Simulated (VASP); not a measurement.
# PbSe (P2_1/m) in VASP: single point with PBE

Aim: the single point of PbSe with PBE.

Everything below comes from runs of VASP 6.6.1. Logs are shortened: lines on timing, memory, paths and dates and some standing lists are left out, and cuts for length are marked.

## Step 1: The cell of the first run

The structure is monoclinic, space group P2_1/m (No. 11). The conventional cell has a = 4.221 Å, b = 5.349 Å, c = 5.350 Å, α = 90.00°, β = 90.57°, γ = 90.00°. Within 4.3 Å of Pb (site symmetry m) lie 8 Se at 2.98 to 3.95 Å and 6 Pb at 4.07 to 4.22 Å. Se (site symmetry m) has 8 Pb at 2.98 to 3.95 Å and 4 Se at 3.78 Å within 4.0 Å.

## Step 2: Single point, PBE

Input file INCAR:

```
PREC = Accurate
ENCUT = 520
EDIFF = 1E-6
ISMEAR = 0
SIGMA = 0.05
LREAL = F
LASPH = T
NELM = 80
ALGO = Normal
ISIF = 2
LWAVE = F
LCHARG = F
GGA = PE
NBANDS = 28
```

Input file KPOINTS:

```
Automatic mesh
0
Gamma
  6 6 8
```

Input file POSCAR:

```
PbSe
1.0
    5.3494553078      0.0000000000      0.0267472765
    0.0000000000      5.3494553078      0.0000000000
    0.0211063433      0.0000000000      4.2212686564
Pb Se
2 2
Direct
    0.5000000000      0.0000000000      0.3182456201
    0.0000000000      0.5000000000      0.6817543799
    0.0000000000      0.0000000000      0.0000000000
    0.5000000000      0.5000000000      0.0000000000
```

Potentials or basis: VASP PAW PBE potentials, release 64 (Pb_d, Se).

The run is started by

```console
$ cat potpaw_PBE.64/Pb_d/POTCAR potpaw_PBE.64/Se/POTCAR > POTCAR
$ mpirun -np 1 vasp_std > vasp.out
```

OUTCAR:

```text
PREC = Accurate
   ENCUT = 520
   EDIFF = 1E-6
   ISMEAR = 0
   LREAL = F
   LASPH = T
   NELM = 80
   ISIF = 2
   GGA = PE

 ion  position               nearest neighbor table
   1  0.500  0.000  0.318-   3 2.98   4 2.99   4 2.99   3 3.01   2 4.07   2 4.07   2 4.09   2 4.09

   2  0.000  0.500  0.682-   4 2.98   3 2.99   3 2.99   4 3.01   1 4.07   1 4.07   1 4.09   1 4.09

   3  0.000  0.000  0.000-   1 2.98   2 2.99   2 2.99   1 3.01
   4  0.500  0.500  0.000-   2 2.98   1 2.99   1 2.99   2 3.01

  LATTYP: Found a simple monoclinic cell.
 ALAT       =     4.2213214219
 B/A-ratio  =     1.2672466209
 C/A-ratio  =     1.2672624614
 COS(beta)  =    -0.0099997500

  Lattice vectors:

 A1 = (   0.0211063433,   0.0000000000,   4.2212686564)
 A2 = (   0.0000000000,   5.3494553078,   0.0000000000)
 A3 = (  -5.3494553078,   0.0000000000,  -0.0267472765)

Analysis of symmetry for initial positions (statically):
=====================================================================
 Subroutine PRICEL returns:
 Original cell was already a primitive cell.

 Routine SETGRP: Setting up the symmetry group for a
 simple monoclinic supercell.

 Subroutine GETGRP returns: Found  4 space group operations
 (whereof  2 operations were pure point group operations)
 out of a pool of  4 trial point group operations.

The static configuration has the point symmetry C_1h.
 The point group associated with its full space group is C_2h.

Analysis of symmetry for dynamics (positions and initial velocities):
=====================================================================
 Subroutine PRICEL returns:
 Original cell was already a primitive cell.

 Routine SETGRP: Setting up the symmetry group for a
 simple monoclinic supercell.

 Subroutine GETGRP returns: Found  4 space group operations
 (whereof  2 operations were pure point group operations)
 out of a pool of  4 trial point group operations.

The dynamic configuration has the point symmetry C_1h.
 The point group associated with its full space group is C_2h.

 Subroutine INISYM returns: Found  4 space group operations
 (whereof  2 operations are pure point group operations),
 and found     1 'primitive' translations

----------------------------------------------------------------------------------------

                                     Primitive cell

[... 86 lines left out ...]
   ISTART =      0    job   : 0-new  1-cont  2-samecut
   ICHARG =      2    charge: 1-file 2-atom 10-const
   ISPIN  =      1    spin polarized calculation?
   LNONCOLLINEAR =      F non collinear calculations
   LSORBIT =      F    spin-orbit coupling
   LASPH  =      T    aspherical Exc in radial PAW
   ENCUT  =  520.0 eV  38.22 Ry    6.18 a.u.   9.95  9.95  7.85*2*pi/ulx,y,z
   NELM   =     80;   NELMIN=  2; NELMDL= -5     # of ELM steps
   EDIFF  = 0.1E-05   stopping-criterion for ELM
   LREAL  =      F    real-space projection
   EDIFFG = 0.1E-04   stopping-criterion for IOM
   NSW    =      0    number of steps for IOM
   IBRION =     -1    ionic relax: 0-MD 1-quasi-New 2-CG
   NFREE  =      0    steps in history (QN), initial steepest desc. (CG)
   ISIF   =      2    stress and relaxation
   ISYM   =      2    0-nonsym 1-usesym 2-fastsym
   POTIM  = 0.5000    time-step for ionic-motion
   TEBEG  =    0.0;   TEEND  =   0.0 temperature during run
   PSTRESS=    0.0 pullay stress
   NELECT =      40.0000    total number of electrons
   NUPDOWN=      -1.0000    fix difference up-down
   EMIN   =  10.00;   EMAX   =-10.00  energy-range for DOS
   EFERMI =   0.00;   METHOD = LEGACY
   ISMEAR =     0;   SIGMA  =   0.05  broadening in eV -4-tet -1-fermi 0-gaus
   EFERMI_NEDOS =   21; number of points for ismear=-14 and -15
   IALGO  =     38    algorithm
   IMIX   =      4    mixing-type and parameters
     AMIX     =   0.40;   BMIX     =  1.00
     AMIX_MAG =   1.60;   BMIX_MAG =  1.00
  volume/ion in A,a.u.               =      30.20       203.79
  Fermi-wavevector in a.u.,A,eV,Ry     =   1.132603  2.140309 17.453414  1.282790
  Thomas-Fermi vector in A             =   2.269304
   LORBIT       =      0    0 simple, 1 ext, 2 COOP (PROOUT), +10 PAW based schemes
   GGA     = PE    functional components
   LHFCALC =     F    Hartree Fock is set to
   AEXX    =    0.0000 exact exchange contribution
   IVDW    =     0    specifies the selected vdW correction
   LEPSILON=     F    determine dielectric tensor
   LRPA    =     F    only Hartree local field effects (RPA)
 non-spin polarized calculation
 Gauss-broadening in eV      SIGMA  =   0.05
  energy-cutoff  :      520.00
  volume of cell :      120.80
 maximum number of plane-waves:      3272
   NGX = 19   NGY = 19   NGZ = 15

 number of electron      40.0000010 magnetization

 Free energy of the ion-electron system (eV)
  ---------------------------------------------------
  ext. energy  EPLUGINS =         0.00000000
  ---------------------------------------------------
  free energy    TOTEN  =       -15.70761510 eV

  energy without entropy =      -15.70761510  energy(sigma->0) =      -15.70761510

 E-fermi :   4.3924     XC(G=0):  -9.3189

 val. band max:        4.1820611879   @ k =   0.5000   0.5000   0.5000
 cond. band min:       4.6032457714   @ k =   0.1667   0.1667   0.3750
 fundamental gap:      0.4211845835
 Fermi energy:         4.3924466816

 k-point     1 :       0.0000    0.0000    0.0000
  band No.  band energies     occupation
      1     -12.4737      2.00000
      2     -12.4602      2.00000
      3     -12.4526      2.00000
      4     -12.4324      2.00000
      5     -12.4321      2.00000
      6     -12.4175      2.00000
[... 733 lines left out ...]
     27      10.8580      0.00000
     28      11.6105      0.00000

 [... further k-points ...]
[... 5 lines left out ...]
  --------------------------------------------------------------------------------------
  -------------------------------------------------------------------------------------
  Total        0.0341804      0.0269428     -0.0151377      0.0000000      0.0000000     -0.0508861
  in kB        0.4533536      0.3573573     -0.2007794      0.0000000      0.0000000     -0.6749299
  external PRESSURE =       0.2033105 kB  Pullay stress =       0.0000000 kB

 VOLUME and BASIS-vectors are now :
 -----------------------------------------------------------------------------
  energy-cutoff  :      520.00
  volume of cell :      120.80
      direct lattice vectors                 reciprocal lattice vectors
     5.349455308  0.000000000  0.026747277     0.186939593  0.000000000 -0.000934698
     0.000000000  5.349455308  0.000000000     0.000000000  0.186934920  0.000000000
     0.021106343  0.000000000  4.221268656    -0.001184508  0.000000000  0.236901529

 POSITION                                       TOTAL-FORCE (eV/Angst)
 -----------------------------------------------------------------------------------
      2.68144      0.00000      1.35677        -0.019460      0.000000      0.006872
      0.01439      2.67473      2.87787         0.019460      0.000000     -0.006872
      0.00000      0.00000      0.00000         0.023435      0.000000     -0.000122
      2.67473      2.67473      0.01337        -0.023435      0.000000      0.000122
 -----------------------------------------------------------------------------------
    total drift:                               -0.000000      0.000000      0.000000

  FREE ENERGIE OF THE ION-ELECTRON SYSTEM (eV)
  ---------------------------------------------------
  free  energy   TOTEN  =       -15.7076150983 eV

  energy  without entropy=      -15.7076150983  energy(sigma->0) =      -15.70761510
```

OSZICAR:

```text
N       E                     dE             d eps       ncg     rms          rms(c)
DAV:   1     0.397264337171E+03    0.39726E+03   -0.18622E+04  5824   0.148E+03
DAV:   2     0.263434932585E+02   -0.37092E+03   -0.36029E+03  5860   0.389E+02
DAV:   3    -0.147170488934E+02   -0.41061E+02   -0.39982E+02  7652   0.145E+02
DAV:   4    -0.164947334023E+02   -0.17777E+01   -0.17723E+01  6764   0.319E+01
DAV:   5    -0.165570554993E+02   -0.62322E-01   -0.62317E-01  7600   0.649E+00    0.409E+00
DAV:   6    -0.157166931175E+02    0.84036E+00   -0.19649E+00  8060   0.835E+00    0.211E+00
DAV:   7    -0.157072855374E+02    0.94076E-02   -0.40298E-01  6664   0.255E+00    0.132E+00
DAV:   8    -0.157120791886E+02   -0.47937E-02   -0.64571E-02  7696   0.204E+00    0.359E-01
DAV:   9    -0.157073425401E+02    0.47366E-02   -0.19248E-02  8088   0.101E+00    0.101E-01
DAV:  10    -0.157075806339E+02   -0.23809E-03   -0.16266E-03  7188   0.189E-01    0.417E-02
DAV:  11    -0.157076153092E+02   -0.34675E-04   -0.13952E-04  7776   0.898E-02    0.141E-02
DAV:  12    -0.157076152771E+02    0.32035E-07   -0.15489E-05  6792   0.224E-02    0.229E-03
DAV:  13    -0.157076150983E+02    0.17880E-06   -0.10856E-06  4460   0.781E-03
   1 F= -.15707615E+02 E0= -.15707615E+02  d E =-.122616E-10
```

stdout:

```text
POSCAR found type information on POSCAR PbSe
 POSCAR found :  2 types and       4 ions
 scaLAPACK will be used
 LDA part: xc-table for (Slater+PW92), standard interpolation
 POSCAR, INCAR and KPOINTS ok, starting setup
 FFT: planning ... GRIDC
 FFT: planning ... GRID_SOFT
 FFT: planning ... GRID
 WAVECAR not read
 entering main loop
```

It took 6.7 min on 1 thread of Intel Xeon 8259CL, shared host; peak memory 0.43 GiB.

Results:

```
Free energy            : -15.7076 eV
Pressure               : 0.0 GPa
Largest force          : 0.023 eV/Å
Band gap on the k mesh : 0.42 eV (least direct gap 0.88 eV)
```

Forces on the atoms (eV/Å):
```
Pb  -0.019  0.000  0.007
Pb   0.019  0.000 -0.007
Se   0.023  0.000  0.000
Se  -0.023  0.000  0.000
```

Levels at points of the mesh, in eV from the valence-band top:
```
           k point  band 18  band 19  band 20  band 21  band 22  band 23
(0.00, 0.00, 0.00)    -1.30    -1.02    -0.26     2.02     3.92     4.55
(0.50, 0.00, 0.00)    -1.25    -0.43    -0.42     1.93     1.95     4.56
(0.00, 0.50, 0.00)    -1.26    -0.42    -0.42     1.94     1.94     4.56
(0.50, 0.50, 0.00)    -0.68    -0.11    -0.11     0.81     0.81     3.33
(0.00, 0.00, 0.50)    -1.35    -1.11    -1.11     0.83     1.00     1.18
(0.50, 0.00, 0.50)    -2.19    -1.20    -1.19     2.36     2.38     2.70
(0.00, 0.50, 0.50)    -2.21    -1.20    -1.20     2.37     2.37     2.72
(0.50, 0.50, 0.50)    -3.13     0.00     0.00     3.90     3.90     4.10
```

Caveat: spin-orbit coupling is left out, which moves the levels of the heavy elements. A k mesh can miss the band edges.
